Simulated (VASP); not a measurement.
# Mn3O4 (I4_1/amd) in VASP: single point with r2SCAN

Aim: the single point of Mn3O4 with r2SCAN.

All numbers are computed with VASP 6.6.1; they aren't measurements. Logs are shortened: lines on timing, memory, paths and dates and some standing lists are left out, and cuts for length are marked.

### 1 The cell of the first run

It takes space group I4_1/amd (No. 141, tetragonal). The conventional cell has a = 5.765 Å, b = 5.765 Å, c = 9.442 Å, α = 90.00°, β = 90.00°, γ = 90.00°. Within 2.7 Å of Mn (site symmetry -4m2) lie 4 O at 2.04 Å. Mn (site symmetry 2/m) has 6 O at 1.93 to 2.28 Å within 2.6 Å. O (site symmetry m) has 4 Mn at 1.93 to 2.28 Å and 1 O at 2.56 Å within 2.6 Å.

### 2 Single point, r2SCAN

The input, POSCAR:

```
Mn3O4
1.0
   -2.8825000000      2.8825000000      4.7210000000
    2.8825000000     -2.8825000000      4.7210000000
    2.8825000000      2.8825000000     -4.7210000000
Mn O
6 8
Direct
    0.0000000000      0.0000000000      0.0000000000
    0.7500000000      0.2500000000      0.5000000000
    0.8750000000      0.6250000000      0.2500000000
    0.3750000000      0.6250000000      0.2500000000
    0.3750000000      0.6250000000      0.7500000000
    0.3750000000      0.1250000000      0.7500000000
    0.6061000000      0.3839000000      0.2222000000
    0.1339000000      0.4117000000      0.2778000000
    0.1617000000      0.3839000000      0.7778000000
    0.1339000000      0.8561000000      0.7222000000
    0.1439000000      0.8661000000      0.2778000000
    0.6161000000      0.3939000000      0.7778000000
    0.5883000000      0.8661000000      0.7222000000
    0.6161000000      0.8383000000      0.2222000000
```

The input, INCAR.step1:

```
ALGO     = Normal         # electronic algorithm
EDIFF    = 1E-4           # SCF threshold, eV
ENCUT    = 520            # plane-wave cutoff, eV
GGA      = PE             # functional
ISMEAR   = -1             # smearing method
LASPH    = T              # aspherical terms in the spheres
LCHARG   = F              # write CHGCAR
LREAL    = F              # projectors in reciprocal space
LWAVE    = T              # write WAVECAR
NBANDS   = 76             # bands
NELM     = 80             # most SCF steps
PREC     = Accurate       # precision mode
SIGMA    = 0.05           # smearing width, eV
```

The input, INCAR.step2:

```
ALGO     = Normal         # electronic algorithm
EDIFF    = 1E-7           # SCF threshold, eV
ENCUT    = 520            # plane-wave cutoff, eV
ISIF     = 2              # what is computed and relaxed
ISMEAR   = -1             # smearing method
ISTART   = 1            
LASPH    = T              # aspherical terms in the spheres
LCHARG   = F              # write CHGCAR
LMIXTAU  = T            
LREAL    = F              # projectors in reciprocal space
LWAVE    = F              # write WAVECAR
METAGGA  = R2SCAN         # meta-GGA
NBANDS   = 76             # bands
NELM     = 80             # most SCF steps
PREC     = Accurate       # precision mode
SIGMA    = 0.05           # smearing width, eV
```

The input, KPOINTS:

```
k-points
0
Gamma
  5 5 5
```

Potentials or basis: VASP PAW PBE potentials, release 64 (Mn_pv, O).

On the command line:

```bash
$ cat potpaw_PBE.64/Mn_pv/POTCAR potpaw_PBE.64/O/POTCAR > POTCAR
$ cp INCAR.step1 INCAR
$ mpirun -np 1 vasp_std > vasp.out
$ cp INCAR.step2 INCAR
$ mpirun -np 1 vasp_std > vasp.out
```

OUTCAR:

```text
EDIFF = 1E-7
   ENCUT = 520
   ISIF = 2
   ISMEAR = -1
   ISTART = 1
   LASPH = T
   LREAL = F
   METAGGA = R2SCAN
   NELM = 80
   PREC = Accurate

 ion  position               nearest neighbor table
   1  0.000  0.000  0.000-  10 2.04  11 2.04   8 2.04  13 2.04
   2  0.750  0.250  0.500-   7 2.04  12 2.04   9 2.04  14 2.04
   3  0.875  0.625  0.250-   8 1.93  14 1.93  12 1.93  10 1.93   7 2.28  11 2.28   5 2.88   5 2.88
                             6 3.12   4 3.12   4 3.12   6 3.12
   4  0.375  0.625  0.250-   7 1.93  11 1.93   9 1.93  13 1.93   8 2.28  14 2.28   6 2.88   6 2.88
                             3 3.12   5 3.12   5 3.12   3 3.12
   5  0.375  0.625  0.750-  10 1.93  12 1.93   8 1.93  14 1.93  13 2.28   9 2.28   3 2.88   3 2.88
                             6 3.12   4 3.12   6 3.12   4 3.12
   6  0.375  0.125  0.750-   9 1.93  13 1.93  11 1.93   7 1.93  12 2.28  10 2.28   4 2.88   4 2.88
                             5 3.12   5 3.12   3 3.12   3 3.12
   7  0.606  0.384  0.222-   4 1.93   6 1.93   2 2.04   3 2.28
   8  0.134  0.412  0.278-   3 1.93   5 1.93   1 2.04   4 2.28
   9  0.162  0.384  0.778-   6 1.93   4 1.93   2 2.04   5 2.28
  10  0.134  0.856  0.722-   3 1.93   5 1.93   1 2.04   6 2.28
  11  0.144  0.866  0.278-   4 1.93   6 1.93   1 2.04   3 2.28
  12  0.616  0.394  0.778-   3 1.93   5 1.93   2 2.04   6 2.28
  13  0.588  0.866  0.722-   6 1.93   4 1.93   1 2.04   5 2.28
  14  0.616  0.838  0.222-   3 1.93   5 1.93   2 2.04   4 2.28

  LATTYP: Found a body centered tetragonal cell.
 ALAT       =     5.7650000000
 C/A-ratio  =     1.6378143972

  Lattice vectors:

 A1 = (  -2.8825000000,   2.8825000000,   4.7210000000)
 A2 = (   2.8825000000,  -2.8825000000,   4.7210000000)
 A3 = (   2.8825000000,   2.8825000000,  -4.7210000000)

Analysis of symmetry for initial positions (statically):
=====================================================================
 Subroutine PRICEL returns:
 Original cell was already a primitive cell.

 Routine SETGRP: Setting up the symmetry group for a
 body centered tetragonal supercell.

 Subroutine GETGRP returns: Found 16 space group operations
 (whereof  8 operations were pure point group operations)
 out of a pool of 16 trial point group operations.

The static configuration has the point symmetry D_2d.
 The point group associated with its full space group is D_4h.

Analysis of symmetry for dynamics (positions and initial velocities):
=====================================================================
 Subroutine PRICEL returns:
 Original cell was already a primitive cell.

 Routine SETGRP: Setting up the symmetry group for a
 body centered tetragonal supercell.

 Subroutine GETGRP returns: Found 16 space group operations
 (whereof  8 operations were pure point group operations)
 out of a pool of 16 trial point group operations.

The dynamic configuration has the point symmetry D_2d.
 The point group associated with its full space group is D_4h.

 Subroutine INISYM returns: Found 16 space group operations
 (whereof  8 operations are pure point group operations),
 and found     1 'primitive' translations

----------------------------------------------------------------------------------------

                                     Primitive cell

  volume of cell :     156.9035

  direct lattice vectors                    reciprocal lattice vectors
    -2.882500000  2.882500000  4.721000000     0.000000000  0.173460538  0.105909765
     2.882500000 -2.882500000  4.721000000     0.173460538  0.000000000  0.105909765
     2.882500000  2.882500000 -4.721000000     0.173460538  0.173460538  0.000000000

  length of vectors
     6.237423627  6.237423627  6.237423627     0.203237389  0.203237389  0.245310245

  position of ions in fractional coordinates (direct lattice)
     0.000000000  0.000000000  0.000000000
     0.750000000  0.250000000  0.500000000
     0.875000000  0.625000000  0.250000000
     0.375000000  0.625000000  0.250000000
     0.375000000  0.625000000  0.750000000
     0.375000000  0.125000000  0.750000000
     0.606100000  0.383900000  0.222200000
     0.133900000  0.411700000  0.277800000
     0.161700000  0.383900000  0.777800000
     0.133900000  0.856100000  0.722200000
     0.143900000  0.866100000  0.277800000
     0.616100000  0.393900000  0.777800000
     0.588300000  0.866100000  0.722200000
[... 31 lines left out ...]
     0.034692108  0.000000000  0.021181953     0.000000000  0.200000000 -0.000000000
     0.034692108  0.034692108  0.000000000     0.000000000  0.000000000  0.200000000

  Length of vectors
     0.040647478  0.040647478  0.049062049

  Shift w.r.t. Gamma in fractional coordinates (k-lattice)
     0.000000000  0.000000000  0.000000000

 Subroutine IBZKPT returns following result:
 ===========================================

 Found     18 irreducible k-points:

 Following reciprocal coordinates:
            Coordinates               Weight
  0.000000  0.000000  0.000000      1.000000
  0.200000  0.000000  0.000000      8.000000
  0.400000  0.000000 -0.000000      8.000000
  0.200000  0.200000  0.000000      8.000000
  0.400000  0.200000 -0.000000     16.000000
 -0.400000  0.200000  0.000000     16.000000
[... 10 lines left out ...]
 -0.400000  0.400000  0.400000      4.000000
 -0.400000 -0.400000  0.400000      2.000000
   k-points           NKPTS =     18   k-points in BZ     NKDIM =     18   number of bands    NBANDS=     76
   number of dos      NEDOS =    301   number of ions     NIONS =     14
   total plane-waves  NPLWV = 110592
   dimension x,y,z NGX =    48 NGY =   48 NGZ =   48
   dimension x,y,z NGXF=    96 NGYF=   96 NGZF=   96
   ions per type =               6   8
   NGX,Y,Z   is equivalent  to a cutoff of  12.79, 12.79, 12.79 a.u.
   NGXF,Y,Z  is equivalent  to a cutoff of  25.59, 25.59, 25.59 a.u.
 SYSTEM =  unknown system
   PREC   = accura    normal or accurate (medium, high low for compatibility)
   ISTART =      1    job   : 0-new  1-cont  2-samecut
   ICHARG =      0    charge: 1-file 2-atom 10-const
   ISPIN  =      1    spin polarized calculation?
   LNONCOLLINEAR =      F non collinear calculations
   LSORBIT =      F    spin-orbit coupling
   LASPH  =      T    aspherical Exc in radial PAW
   ENCUT  =  520.0 eV  38.22 Ry    6.18 a.u.  11.60 11.60 11.60*2*pi/ulx,y,z
   NELM   =     80;   NELMIN=  2; NELMDL=  0     # of ELM steps
   EDIFF  = 0.1E-06   stopping-criterion for ELM
   LREAL  =      F    real-space projection
   EDIFFG = 0.1E-05   stopping-criterion for IOM
   NSW    =      0    number of steps for IOM
   IBRION =     -1    ionic relax: 0-MD 1-quasi-New 2-CG
   NFREE  =      0    steps in history (QN), initial steepest desc. (CG)
   ISIF   =      2    stress and relaxation
   ISYM   =      2    0-nonsym 1-usesym 2-fastsym
   POTIM  = 0.5000    time-step for ionic-motion
   TEBEG  =    0.0;   TEEND  =   0.0 temperature during run
   PSTRESS=    0.0 pullay stress
   NELECT =     126.0000    total number of electrons
   NUPDOWN=      -1.0000    fix difference up-down
   EMIN   =  10.00;   EMAX   =-10.00  energy-range for DOS
   EFERMI =   0.00;   METHOD = LEGACY
   ISMEAR =    -1;   SIGMA  =   0.05  broadening in eV -4-tet -1-fermi 0-gaus
   EFERMI_NEDOS =   21; number of points for ismear=-14 and -15
   IALGO  =     38    algorithm
   IMIX   =      4    mixing-type and parameters
     AMIX     =   0.40;   BMIX     =  1.00
     AMIX_MAG =   1.60;   BMIX_MAG =  1.00
  volume/ion in A,a.u.               =      11.21        75.63
  Fermi-wavevector in a.u.,A,eV,Ry     =   1.521671  2.875542 31.504060  2.315483
  Thomas-Fermi vector in A             =   2.630355
   LORBIT       =      0    0 simple, 1 ext, 2 COOP (PROOUT), +10 PAW based schemes
   METAGGA = R2SCAN    functional components
   LHFCALC =     F    Hartree Fock is set to
   AEXX    =    0.0000 exact exchange contribution
   IVDW    =     0    specifies the selected vdW correction
   LEPSILON=     F    determine dielectric tensor
   LRPA    =     F    only Hartree local field effects (RPA)
 non-spin polarized calculation
  energy-cutoff  :      520.00
  volume of cell :      156.90
 maximum number of plane-waves:      4257
 NGX is ok and might be reduce to    48
   NGX = 23   NGY = 23   NGZ = 23

 number of electron     125.9999943 magnetization

 Free energy of the ion-electron system (eV)
  ---------------------------------------------------
  ext. energy  EPLUGINS =         0.00000000
  ---------------------------------------------------
  free energy    TOTEN  =      -149.44292826 eV

  energy without entropy =     -149.20862079  energy(sigma->0) =     -149.32577452

 E-fermi :   5.4966     XC(G=0): -12.0468

 val. band max:        5.4885016558   @ k =  -0.4000   0.2000   0.0000
 cond. band min:       5.4982639590   @ k =   0.0000   0.0000   0.0000
 fundamental gap:      0.0097623032
 Fermi energy:         5.4966443119

 k-point     1 :       0.0000    0.0000    0.0000
  band No.  band energies     occupation
      1     -44.8028      2.00000
      2     -44.7919      2.00000
      3     -44.6851      2.00000
      4     -44.6851      2.00000
      5     -44.5957      2.00000
      6     -44.5957      2.00000
[... 1393 lines left out ...]
     74       7.0545      0.00000
     75       7.0545      0.00000
 [bands above 75 left out]

------------------------ aborting loop because EDIFF is reached ----------------------------------------

  FORCE on cell =-STRESS in cart. coord.  units (eV):
  Direction    XX          YY          ZZ          XY          YZ          ZX
  --------------------------------------------------------------------------------------
  -------------------------------------------------------------------------------------
  Total      -17.8181237    -17.8181237    -35.3967258      0.0000000      0.0000000      0.0000000
  in kB     -181.9449172   -181.9449172   -361.4440258      0.0000000      0.0000000      0.0000000
  external PRESSURE =    -241.7779534 kB  Pullay stress =       0.0000000 kB

 VOLUME and BASIS-vectors are now :
 -----------------------------------------------------------------------------
  energy-cutoff  :      520.00
  volume of cell :      156.90
      direct lattice vectors                 reciprocal lattice vectors
    -2.882500000  2.882500000  4.721000000     0.000000000  0.173460538  0.105909765
     2.882500000 -2.882500000  4.721000000     0.173460538  0.000000000  0.105909765
     2.882500000  2.882500000 -4.721000000     0.173460538  0.173460538  0.000000000

 POSITION                                       TOTAL-FORCE (eV/Angst)
 -----------------------------------------------------------------------------------
      0.00000      0.00000      0.00000        -0.000000     -0.000000     -0.000000
      0.00000      2.88250      2.36050        -0.000000     -0.000000     -0.000000
      0.00000      1.44125      5.90125        -0.000000     -0.000000     -0.000000
      1.44125     -0.00000      3.54075        -0.000000     -0.000000     -0.000000
      2.88250      1.44125      1.18025        -0.000000     -0.000000     -0.000000
      1.44125      2.88250     -1.18025        -0.000000     -0.000000     -0.000000
      0.00000      1.28098      3.62478        -0.000000      1.605329     -0.297489
      1.60152     -0.00000      1.26428        -1.605329     -0.000000     -0.297489
      2.88250      1.60152     -1.09622        -0.000000     -1.605329     -0.297489
      4.16348      0.00000      1.26428         1.605329     -0.000000     -0.297489
      2.88250     -1.28098      3.45672        -0.000000     -1.605329      0.297489
      1.60152      2.88250      1.09622        -1.605329     -0.000000      0.297489
      2.88250      1.28098      3.45672        -0.000000      1.605329      0.297489
      1.28098      0.00000      5.81722         1.605329     -0.000000      0.297489
 -----------------------------------------------------------------------------------
    total drift:                                0.000000     -0.000000      0.000000

  FREE ENERGIE OF THE ION-ELECTRON SYSTEM (eV)
  ---------------------------------------------------
  free  energy   TOTEN  =      -149.4429282554 eV

  energy  without entropy=     -149.2086207914  energy(sigma->0) =     -149.32577452
```

It took 58 min on 1 thread of Oxide Virtual Turin-like, shared host; peak memory 0.41 GiB.

What came out:

* Free energy: -149.4429 eV
* Pressure: -24.2 GPa
* Largest force: 1.633 eV/Å
* Band gap on the k mesh: zero (bands 63 and 64 overlap by 0.09 eV)

Forces in eV/Å, atoms in the order of the input:
```
Mn   0.000  0.000  0.000
Mn   0.000  0.000  0.000
Mn   0.000  0.000  0.000
Mn   0.000  0.000  0.000
Mn   0.000  0.000  0.000
Mn   0.000  0.000  0.000
O    0.000  1.605 -0.297
O   -1.605  0.000 -0.297
O    0.000 -1.605 -0.297
O    1.605  0.000 -0.297
O    0.000 -1.605  0.297
O   -1.605  0.000  0.297
O    0.000  1.605  0.297
O    1.605  0.000  0.297
```

Stress tensor (GPa, compression positive):
```
-18.19   0.00   0.00
  0.00 -18.19   0.00
  0.00   0.00 -36.14
```

Levels at points of the mesh, in eV from the Fermi level:
```csv
k point,band 61,band 62,band 63,band 64,band 65,band 66
"(0.00, 0.00, 0.00)",-0.21,-0.17,0.00,0.00,0.10,0.10
```

Caveat: the cell stands under tension; the PAW data sets were made with another functional, which shifts forces and pressure a little; the run has no spin polarisation, though such a crystal can be magnetic; semilocal functionals often make such compounds metallic where correlation or magnetic order opens a gap, which also shifts bond lengths.
